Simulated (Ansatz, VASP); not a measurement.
**Two plane-wave programs on HfB3N**

```
Hf B N
1.0
     2.90875    0.00000    0.00000
    -1.45438    2.51905    0.00000
     0.00000    0.00000    6.74944
Hf B N
1 3 1
Direct
  0.33333 0.66667 0.01269
  0.66667 0.33333 0.72062
  0.66667 0.33333 0.27358
  0.00000 0.00000 0.27105
  0.00000 0.00000 0.72206
```

Alike in both runs: functional PBE; k mesh 6 × 6 × 3; occupations gaussian, width 0.2 eV; no spin polarisation.

Ansatz relaxed the structure, and its values are those at the end. VASP's run is a single point on that final structure, the one shown.

|  | VASP | Ansatz |
| --- | --- | --- |
| version | VASP 6.6.1 | Ansatz 0.2.0 |
| potentials or method | VASP PAW PBE potentials, release 64 (Hf_pv, B, N), cutoff 600 eV | scalar-relativistic, plane waves, PAW |
| valence electrons in the cell | 24 | 40 |

```csv
,VASP,Ansatz,Ansatz less VASP
gap on the k mesh at the Fermi level (eV),none,none,-
pressure (GPa),-1.0,-0.5,+0.53
rms of the force components (eV/Å),0.030,0.022,-0.0089
```

A gap of «none» marks a metal or a gap that the smearing closes. VASP's potentials hold 24 valence electrons a cell and Ansatz's 40, so a difference there can come from the potentials and not from the codes.

The k mesh is coarse, so the values compare programs but aren't converged. Neither program's run includes spin-orbit coupling.
